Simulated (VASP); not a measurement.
# Re (C2/c) in VASP: a series of runs

Re is run at these levels: PBEsol; tasks: single point.

Program: VASP 6.6.1. These are calculated values, not measurements. Logs are shortened: lines on timing, memory, paths and dates and some standing lists are left out, and cuts for length are marked.

## Step 1: The cell of the first run

The typed cell holds 2 atoms: a = 2.637 Å, b = 2.637 Å, c = 5.007 Å, α = 105.28°, β = 105.28°, γ = 119.99°.

## Step 2: Single point, PBEsol (12.81 Å³/atom)

Contents of INCAR:

```
SYSTEM = Re
ALGO = Normal ; EDIFF = 1E-6
ENCUT = 520 ; GGA = PS
ISIF = 2 ; ISMEAR = -1
LASPH = .True. ; LCHARG = .False.
LREAL = .False. ; LWAVE = .False.
NBANDS = 14 ; NELM = 60
PREC = Accurate ; SIGMA = 0.1
```

Contents of KPOINTS:

```
k-points
0
Gamma
  17 17 8
  0 0 0
```

Contents of POSCAR:

```
Re
1.0
   -1.7726522035      1.4563825076      1.2994604073
    1.4563825076     -1.7726522035      1.2994604073
    3.2815104292      3.2815104292     -1.8787089346
Re
2
Direct
    0.9583254459      0.0416745541      1.0000000000
    0.7916745541      0.2083254459      0.5000000000
```

Potentials or basis: VASP PAW PBE potentials, release 64 (Re).

Launch:

```sh
$ cat potpaw_PBE.64/Re/POTCAR > POTCAR
$ mpirun -np 1 vasp_std > vasp.out
```

OUTCAR:

```text
SYSTEM = Re
   EDIFF = 1E-6
   ENCUT = 520
   GGA = PS
   ISIF = 2
   ISMEAR = -1
   LASPH = .True.
   LREAL = .False.
   NELM = 60
   PREC = Accurate

 ion  position               nearest neighbor table
   1  0.958  0.042  0.000-   2 2.62   2 2.62   2 2.62   2 2.62   2 2.62   2 2.62
   2  0.792  0.208  0.500-   1 2.62   1 2.62   1 2.62   1 2.62   1 2.62   1 2.62

  Warning from LATTYP: Got some problem with cell dimensions!
  Tried to take original basis but could not verify dimensions!
  LATTYP: Found a base centered monoclinic cell.
 ALAT       =     2.6371276878
 B/A-ratio  =     1.7316357880
 C/A-ratio  =     1.6134526931
 COS(beta)  =    -0.0003438232

  Lattice vectors:

 A1 = (  -1.7726522035,   1.4563825076,   1.2994604073)
 A2 = (   1.4563825076,  -1.7726522035,   1.2994604073)
 A3 = (   2.9652407333,   2.9652407333,   0.7202118800)

Analysis of symmetry for initial positions (statically):
=====================================================================
 Subroutine PRICEL returns:
 Original cell was already a primitive cell.

 Routine SETGRP: Setting up the symmetry group for a
 base centered monoclinic supercell.

 Subroutine GETGRP returns: Found  4 space group operations
 (whereof  2 operations were pure point group operations)
 out of a pool of  4 trial point group operations.

The static configuration has the point symmetry C_2 .
 The point group associated with its full space group is C_2h.

Analysis of symmetry for dynamics (positions and initial velocities):
=====================================================================
 Subroutine PRICEL returns:
 Original cell was already a primitive cell.

 Routine SETGRP: Setting up the symmetry group for a
 base centered monoclinic supercell.

 Subroutine GETGRP returns: Found  4 space group operations
 (whereof  2 operations were pure point group operations)
 out of a pool of  4 trial point group operations.

The dynamic configuration has the point symmetry C_2 .
 The point group associated with its full space group is C_2h.

 Subroutine INISYM returns: Found  4 space group operations
 (whereof  2 operations are pure point group operations),
 and found     1 'primitive' translations

----------------------------------------------------------------------------------------

                                     Primitive cell

  volume of cell :      25.6198

  direct lattice vectors                    reciprocal lattice vectors
    -1.772652204  1.456382508  1.299460407    -0.036452051  0.273238024  0.413590218
     1.456382508 -1.772652204  1.299460407     0.273238024 -0.036452051  0.413590218
     3.281510429  3.281510429 -1.878708935     0.163779493  0.163779493  0.039861538

  length of vectors
     2.636653787  2.636653787  5.006612493     0.497035852  0.497035852  0.235024226

  position of ions in fractional coordinates (direct lattice)
     0.958325446  0.041674554  1.000000000
     0.791674554  0.208325446  0.500000000

  ion indices of the primitive-cell ions
   primitive index   ion index
                 1           1
                 2           2

----------------------------------------------------------------------------------------

 KPOINTS: k-points

Automatic generation of k-mesh.
 Grid dimensions read from file:
 generate k-points for:   17   17    8

 Generating k-lattice:

  Cartesian coordinates                     Fractional coordinates (reciprocal lattice)
    -0.002144238  0.016072825  0.024328836     0.058823529  0.000000000 -0.000000000
     0.016072825 -0.002144238  0.024328836     0.000000000  0.058823529 -0.000000000
     0.020472437  0.020472437  0.004982692    -0.000000000 -0.000000000  0.125000000

  Length of vectors
     0.029237403  0.029237403  0.029378028

  Shift w.r.t. Gamma in fractional coordinates (k-lattice)
     0.000000000  0.000000000  0.000000000

 Subroutine IBZKPT returns following result:
 ===========================================

 Found    621 irreducible k-points:

 Following reciprocal coordinates:
            Coordinates               Weight
  0.000000  0.000000  0.000000      1.000000
  0.058824  0.000000  0.000000      4.000000
  0.117647  0.000000 -0.000000      4.000000
  0.176471  0.000000 -0.000000      4.000000
  0.235294  0.000000 -0.000000      4.000000
  0.294118  0.000000  0.000000      4.000000
[... 16 lines left out ...]
 -0.176471  0.058824 -0.000000      4.000000
 -0.117647  0.058824 -0.000000      4.000000
 [... further k-points ...]
   k-points           NKPTS =    621   k-points in BZ     NKDIM =    621   number of bands    NBANDS=     14
   number of dos      NEDOS =    301   number of ions     NIONS =      2
   total plane-waves  NPLWV =  16000
   dimension x,y,z NGX =    20 NGY =   20 NGZ =   40
   dimension x,y,z NGXF=    40 NGYF=   40 NGZF=   80
   ions per type =               2
   NGX,Y,Z   is equivalent  to a cutoff of  12.61, 12.61, 13.28 a.u.
   NGXF,Y,Z  is equivalent  to a cutoff of  25.22, 25.22, 26.56 a.u.
 SYSTEM =  Re
   PREC   = accura    normal or accurate (medium, high low for compatibility)
   ISTART =      0    job   : 0-new  1-cont  2-samecut
   ICHARG =      2    charge: 1-file 2-atom 10-const
   ISPIN  =      1    spin polarized calculation?
   LNONCOLLINEAR =      F non collinear calculations
   LSORBIT =      F    spin-orbit coupling
   LASPH  =      T    aspherical Exc in radial PAW
   ENCUT  =  520.0 eV  38.22 Ry    6.18 a.u.   4.90  4.90  9.31*2*pi/ulx,y,z
   NELM   =     60;   NELMIN=  2; NELMDL= -5     # of ELM steps
   EDIFF  = 0.1E-05   stopping-criterion for ELM
   LREAL  =      F    real-space projection
   EDIFFG = 0.1E-04   stopping-criterion for IOM
   NSW    =      0    number of steps for IOM
   IBRION =     -1    ionic relax: 0-MD 1-quasi-New 2-CG
   NFREE  =      0    steps in history (QN), initial steepest desc. (CG)
   ISIF   =      2    stress and relaxation
   ISYM   =      2    0-nonsym 1-usesym 2-fastsym
   POTIM  = 0.5000    time-step for ionic-motion
   TEBEG  =    0.0;   TEEND  =   0.0 temperature during run
   PSTRESS=    0.0 pullay stress
   NELECT =      14.0000    total number of electrons
   NUPDOWN=      -1.0000    fix difference up-down
   EMIN   =  10.00;   EMAX   =-10.00  energy-range for DOS
   EFERMI =   0.00;   METHOD = LEGACY
   ISMEAR =    -1;   SIGMA  =   0.10  broadening in eV -4-tet -1-fermi 0-gaus
   EFERMI_NEDOS =   21; number of points for ismear=-14 and -15
   IALGO  =     38    algorithm
   IMIX   =      4    mixing-type and parameters
     AMIX     =   0.40;   BMIX     =  1.00
     AMIX_MAG =   1.60;   BMIX_MAG =  1.00
  volume/ion in A,a.u.               =      12.81        86.45
  Fermi-wavevector in a.u.,A,eV,Ry     =   1.338419  2.529245 24.373006  1.791365
  Thomas-Fermi vector in A             =   2.466891
   LORBIT       =      0    0 simple, 1 ext, 2 COOP (PROOUT), +10 PAW based schemes
   GGA     = PS    functional components
   LHFCALC =     F    Hartree Fock is set to
   AEXX    =    0.0000 exact exchange contribution
   IVDW    =     0    specifies the selected vdW correction
   LEPSILON=     F    determine dielectric tensor
   LRPA    =     F    only Hartree local field effects (RPA)
 non-spin polarized calculation
  energy-cutoff  :      520.00
  volume of cell :       25.62
 maximum number of plane-waves:       706
   NGX =  9   NGY =  9   NGZ = 19

 number of electron      14.0000001 magnetization

 Free energy of the ion-electron system (eV)
  ---------------------------------------------------
  ext. energy  EPLUGINS =         0.00000000
  ---------------------------------------------------
  free energy    TOTEN  =       -26.09850722 eV

  energy without entropy =      -26.05222178  energy(sigma->0) =      -26.07536450

 E-fermi :   9.5516     XC(G=0): -14.5867

 val. band max:        9.5427371021   @ k =   0.4706   0.4118   0.5000
 cond. band min:       9.5526923622   @ k =  -0.2353  -0.4118   0.2500
 fundamental gap:      0.0099552601
 Fermi energy:         9.5516341449

 k-point     1 :       0.0000    0.0000    0.0000
  band No.  band energies     occupation
      1      -1.3220      2.00000
      2       1.7933      2.00000
      3       7.5176      2.00000
      4       7.5242      2.00000
      5       7.5588      2.00000
      6       8.5706      1.99989
      7       8.5764      1.99988
      8       9.6986      0.37413
      9       9.7018      0.36442
     10      10.5634      0.00008
     11      13.5756      0.00000
     12      13.5775      0.00000
     13      21.4694      0.00000
     14      23.8418      0.00000

 k-point     2 :       0.0588    0.0000    0.0000
  band No.  band energies     occupation
      1      -1.1047      2.00000
      2       1.9628      2.00000
      3       7.0480      2.00000
      4       7.6476      2.00000
      5       7.8913      2.00000
      6       8.3849      1.99998
      7       8.6882      1.99964
      8       9.4740      1.36986
      9       9.6434      0.57102
     10       9.9969      0.02302
     11      13.6897      0.00000
     12      14.3414      0.00000
     13      21.6957      0.00000
     14      24.0986      0.00000

 k-point     3 :       0.1176    0.0000   -0.0000
  band No.  band energies     occupation
      1      -0.4836      2.00000
      2       2.4388      2.00000
      3       6.5223      2.00000
      4       7.5558      2.00000
      5       7.8419      2.00000
      6       7.9700      2.00000
      7       8.8660      1.99790
      8       8.9833      1.99322
      9       9.6257      0.64578
     10       9.8617      0.08615
     11      13.9257      0.00000
     12      15.5335      0.00000
     13      22.2633      0.00000
     14      24.8947      0.00000

 k-point     4 :       0.1765    0.0000   -0.0000
  band No.  band energies     occupation
      1       0.4330      2.00000
      2       3.0900      2.00000
      3       6.1106      2.00000
      4       6.2600      2.00000
      5       7.3078      2.00000
      6       8.2686      1.99999
      7       8.6521      1.99975
      8       9.3960      1.65152
      9      10.0137      0.01950
     10      10.2438      0.00197
     11      14.0888      0.00000
     12      16.3791      0.00000
     13      22.8158      0.00000
     14      26.1399      0.00000

 k-point     5 :       0.2353    0.0000   -0.0000
  band No.  band energies     occupation
      1       1.4003      2.00000
      2       3.5813      2.00000
      3       5.1292      2.00000
      4       6.0894      2.00000
      5       6.7481      2.00000
      6       8.3748      1.99998
      7       8.5254      1.99993
      8      10.0774      0.01036
      9      10.8084      0.00001
     10      10.9543      0.00000
     11      14.0575      0.00000
[... 276 lines left out ...]
 k-point    22 :      -0.2353    0.0588    0.0000
  band No.  band energies     occupation
      1       0.9288      2.00000
      2       3.4730      2.00000
      3       5.6765      2.00000
      4       5.8757      2.00000
      5       7.1510      2.00000
      6       8.2223      2.00000
      7       8.6549      1.99974
      8       9.6874      0.40910
      9      10.3278      0.00085
     10      10.6503      0.00003
     11      14.1267      0.00000
     12      17.1304      0.00000
     13      22.6672      0.00000
     14      27.0559      0.00000

 k-point    23 :      -0.1765    0.0588   -0.0000
  band No.  band energies     occupation
      1      -0.0353      2.00000
      2       2.8400      2.00000
      3       6.1441      2.00000
      4       6.9544      2.00000
      5       7.7910      2.00000
      6       8.2467      2.00000
      7       8.5872      1.99987
      8       9.1750      1.95478
      9       9.7833      0.17948
     10       9.8903      0.06545
     11      14.0347      0.00000
     12      16.4947      0.00000
     13      22.2157      0.00000
     14      25.8448      0.00000

 k-point    24 :      -0.1176    0.0588   -0.0000
  band No.  band energies     occupation
      1      -0.7781      2.00000
      2       2.2667      2.00000
      3       6.6435      2.00000
      4       7.9414      2.00000
      5       8.0839      2.00000
      6       8.1360      2.00000
      7       8.8107      1.99879
      8       8.9596      1.99465
      9       9.3131      1.83139
     10       9.8654      0.08313
     11      13.8381      0.00000
     12      15.4123      0.00000
     13      21.7239      0.00000
     14      24.8357      0.00000

 [... further k-points ...]

------------------------ aborting loop because EDIFF is reached ----------------------------------------

  FORCE on cell =-STRESS in cart. coord.  units (eV):
  Direction    XX          YY          ZZ          XY          YZ          ZX
  --------------------------------------------------------------------------------------
  -------------------------------------------------------------------------------------
  Total       10.8916439     10.8916439     10.8491045     -0.0131963      0.0058406      0.0058406
  in kB      681.1264913    681.1264913    678.4662240     -0.8252492      0.3652538      0.3652539
  external PRESSURE =     680.2397355 kB  Pullay stress =       0.0000000 kB

 VOLUME and BASIS-vectors are now :
 -----------------------------------------------------------------------------
  energy-cutoff  :      520.00
  volume of cell :       25.62
      direct lattice vectors                 reciprocal lattice vectors
    -1.772652204  1.456382508  1.299460407    -0.036452051  0.273238024  0.413590218
     1.456382508 -1.772652204  1.299460407     0.273238024 -0.036452051  0.413590218
     3.281510429  3.281510429 -1.878708935     0.163779493  0.163779493  0.039861538

 POSITION                                       TOTAL-FORCE (eV/Angst)
 -----------------------------------------------------------------------------------
     -1.63808      1.32181      1.29946         0.003332     -0.003332      0.000000
      0.54079      2.42445      0.36011        -0.003332      0.003332     -0.000000
 -----------------------------------------------------------------------------------
    total drift:                               -0.000000     -0.000000      0.000000

  FREE ENERGIE OF THE ION-ELECTRON SYSTEM (eV)
  ---------------------------------------------------
  free  energy   TOTEN  =       -26.0985072210 eV

  energy  without entropy=      -26.0522217825  energy(sigma->0) =      -26.07536450
```

It took 3.4 min on 1 thread of Intel Xeon 6975P-C (Granite Rapids), shared host; peak memory 0.31 GiB.

What came out:

- Free energy: -26.0985 eV
- Pressure: 68.0 GPa
- Largest force: 0.005 eV/Å
- Band gap on the k mesh: zero (bands 7 and 8 overlap by 4.24 eV)

Forces in eV/Å, atoms in the order of the input:
```
Re   0.003 -0.003  0.000
Re  -0.003  0.003  0.000
```

Levels at points of the mesh, in eV from the Fermi level:
| k point | band 4 | band 5 | band 6 | band 7 | band 8 | band 9 | band 10 | band 11 |
| --- | --- | --- | --- | --- | --- | --- | --- | --- |
| (0.00, 0.00, 0.00) | -2.03 | -1.99 | -0.98 | -0.98 | 0.15 | 0.15 | 1.01 | 4.02 |
| (0.00, 0.00, 0.50) | -2.81 | -2.18 | -2.18 | -2.18 | -2.18 | 3.09 | 3.09 | 3.10 |

Caveat: the cell stands under pressure; the PAW data sets were made with another functional, which shifts forces and pressure a little; spin-orbit coupling is left out, which moves the levels of the heavy elements.

## Step 3: Single point, PBEsol (13.39 Å³/atom)

This run uses another cell than the first one, of 13.39 Å³/atom.

Contents of INCAR:

```
PREC = Accurate
ENCUT = 520
EDIFF = 1E-6
ISMEAR = -1
SIGMA = 0.1
LREAL = F
LASPH = T
NELM = 60
ALGO = Normal
ISIF = 2
LWAVE = F
LCHARG = T
GGA = PS
LELF = T
LVHAR = T
NBANDS = 14
```

Contents of KPOINTS:

```
regular mesh
0
Gamma
  17 17 8
```

Contents of POSCAR:

```
Re
1.0
   -1.7991136003      1.4781227651      1.3188581986
    1.4781227651     -1.7991136003      1.3188581986
    3.3304954186      3.3304954186     -1.9067535011
Re
2
Direct
    0.9583254459      0.0416745541      1.0000000000
    0.7916745541      0.2083254459      0.5000000000
```

Potentials or basis: VASP PAW PBE potentials, release 64 (Re).

Launch:

```sh
$ cat potpaw_PBE.64/Re/POTCAR > POTCAR
$ mpirun -np 1 vasp_std > vasp.out
```

Run time: 3.1 min. Hardware: 1 thread of Intel Xeon 6975P-C (Granite Rapids), shared host; peak memory 0.32 GiB.

The run converged. Its results:

| Quantity | Value |
| --- | --- |
| Free energy | -26.4893 eV |
| Pressure | 40.3 GPa |
| Largest force | 0.005 eV/Å |
| Band gap on the k mesh | zero (bands 7 and 8 overlap by 3.87 eV) |

Forces on the atoms (eV/Å):
```
Re   0.003 -0.003  0.000
Re  -0.003  0.003  0.000
```

Stress tensor (GPa, compression positive):
```
40.39 -0.04  0.03
-0.04 40.39  0.03
 0.03  0.03 40.16
```

Levels at points of the mesh, in eV from the Fermi level:
```csv
k point,band 4,band 5,band 6,band 7,band 8,band 9,band 10,band 11
"(0.00, 0.00, 0.00)",-1.87,-1.84,-0.90,-0.89,0.16,0.17,0.86,3.81
"(0.00, 0.00, 0.50)",-2.67,-2.02,-2.02,-2.01,-2.01,2.91,2.91,2.92
```

Caveat: the cell stands under pressure; the PAW data sets were made with another functional, which shifts forces and pressure a little; spin-orbit coupling is left out, which moves the levels of the heavy elements.

## Step 4: Single point, PBEsol (13.97 Å³/atom)

This run uses another cell than the first one, of 13.97 Å³/atom.

Contents of INCAR:

```
ALGO     = Normal         # electronic algorithm
EDIFF    = 1E-6           # SCF threshold, eV
ENCUT    = 520            # plane-wave cutoff, eV
GGA      = PS             # functional
ISIF     = 2              # what is computed and relaxed
ISMEAR   = -1             # smearing method
LASPH    = T              # aspherical terms in the spheres
LCHARG   = F              # write CHGCAR
LREAL    = F              # projectors in reciprocal space
LWAVE    = F              # write WAVECAR
NBANDS   = 14             # bands
NELM     = 80             # most SCF steps
PREC     = Accurate       # precision mode
SIGMA    = 0.1            # smearing width, eV
```

Contents of KPOINTS:

```
k-points
0
Gamma
  17 17 8
```

Contents of POSCAR:

```
Re
1.0
   -1.8248186960      1.4992416579      1.3377015758
    1.4992416579     -1.8248186960      1.3377015758
    3.3780803536      3.3780803536     -1.9339965175
Re
2
Direct
    0.9583254459      0.0416745541      1.0000000000
    0.7916745541      0.2083254459      0.5000000000
```

Launch:

```sh
$ cat potpaw_PBE.64/Re/POTCAR > POTCAR
$ mpirun -np 1 vasp_std > vasp.out
```

Wall time 3 min (1 thread of Intel Xeon 6975P-C (Granite Rapids), shared host); peak memory 0.32 GiB.

It converged, with:

| Quantity | Value |
| --- | --- |
| Free energy | -26.6992 eV |
| Pressure | 18.0 GPa |
| Band gap on the k mesh | zero (bands 7 and 8 overlap by 3.57 eV) |

Forces in eV/Å, atoms in the order of the input:
```
Re   0.002 -0.002  0.000
Re  -0.002  0.002  0.000
```

Stress tensor (GPa, compression positive):
```
18.09 -0.06  0.02
-0.06 18.09  0.02
 0.02  0.02 17.92
```

Levels at points of the mesh, in eV from the Fermi level:
```csv
k point,band 4,band 5,band 6,band 7,band 8,band 9,band 10,band 11
"(0.00, 0.00, 0.00)",-1.73,-1.72,-0.83,-0.82,0.17,0.18,0.74,3.61
"(0.00, 0.00, 0.50)",-2.54,-1.88,-1.88,-1.87,-1.87,2.74,2.74,2.75
```

Caveat: the cell stands under pressure; the PAW data sets were made with another functional, which shifts forces and pressure a little; spin-orbit coupling is left out, which moves the levels of the heavy elements.

## Step 5: Summary

| cell | gap on the mesh (eV) | pressure (GPa) |
| --- | --- | --- |
| a = 2.637, b = 2.637, c = 5.007 Å, angles 105.3, 105.3, 120.0°, 2 atoms | none | 68.0 |
| a = 2.676, b = 2.676, c = 5.081 Å, angles 105.3, 105.3, 120.0°, 2 atoms | none | 40.3 |
| a = 2.714, b = 2.714, c = 5.154 Å, angles 105.3, 105.3, 120.0°, 2 atoms | none | 18.0 |

Alike in all rows: task single point; level PBEsol; potentials or basis VASP PAW PBE potentials, release 64 (Re); no spin polarisation; k mesh 17 × 17 × 8; cutoff (eV) 520; smearing fermi-dirac 0.1 eV.

Caveats: the cell stands under pressure; the PAW data sets were made with another functional, which shifts forces and pressure a little; spin-orbit coupling is left out, which moves the levels of the heavy elements.

Absolute energies hang on the potentials; compare differences alone.
